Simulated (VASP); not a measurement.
Here is a VASP 6.6.1 calculation.

The input INCAR:

```
SYSTEM = BAs
ALGO = Normal
EDIFF = 1E-7
ENCUT = 520
GGA = PE
ISIF = 2
ISMEAR = 0
LASPH = .TRUE.
LCHARG = .FALSE.
LREAL = .FALSE.
LWAVE = .FALSE.
NBANDS = 11
NELM = 60
PREC = Accurate
SIGMA = 0.02
```

Contents of KPOINTS:

```
k-points
0
G
  10 10 10
  0 0 0
```

The input POSCAR:

```
BAs
1.0
    0.0000000000      2.3553277788      2.3553277788
    2.3553277788      0.0000000000      2.3553277788
    2.3553277788      2.3553277788      0.0000000000
B As
1 1
Direct
    0.0000000000      0.0000000000      0.0000000000
    0.2500000000      0.2500000000      0.2500000000
```

Potentials or basis: VASP PAW PBE potentials, release 64 (B, As).

Run with:

```console
$ cat potpaw_PBE.64/B/POTCAR potpaw_PBE.64/As/POTCAR > POTCAR
$ mpirun -np 1 vasp_std > vasp.out
```

(1) What does it give for the pressure?

(2) Predict the band gap on the k mesh.

## Answers

(1) 10.1 GPa.

(2) 1.13 eV, indirect (least direct gap 3.33 eV).
